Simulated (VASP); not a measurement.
P, 1 atom in the cell. It takes space group Fm-3m (No. 225, cubic). Conventional cell: a = 3.486 Å, b = 3.486 Å, c = 3.486 Å, α = 90.00°, β = 90.00°, γ = 90.00°. P (site symmetry m-3m) has 12 P at 2.46 Å within 3.3 Å.  This cell differs from its parent crystal: volume scaled by 0.76.

* Program: VASP 6.6.1
* Task: single point
* Functional: PBEsol
* Potentials or basis: VASP PAW PBE potentials, release 64 (P)
* Cutoff: 520 eV
* k mesh: 17 × 17 × 17
* Occupations: fermi-dirac, width 0.1 eV
* Spin: no spin polarisation
* Dipole correction: no
* Further INCAR settings: ALGO = Normal; EDIFF = 1e-06; NBANDS = 8

Potentials or basis: VASP PAW PBE potentials, release 64 (P).

The run is started by

```console
$ cat potpaw_PBE.64/P/POTCAR > POTCAR
$ mpirun -np 1 vasp_std > vasp.out
```

Hardware: 1 thread of AMD EPYC 7R13 (shared host).

Question: How long does it take, and how much memory?

Answer: Run time: 16 s on 1 thread of AMD EPYC 7R13, with other jobs on the host, peak memory 0.09 GiB. Counts: scf iterations 9, k points 165.
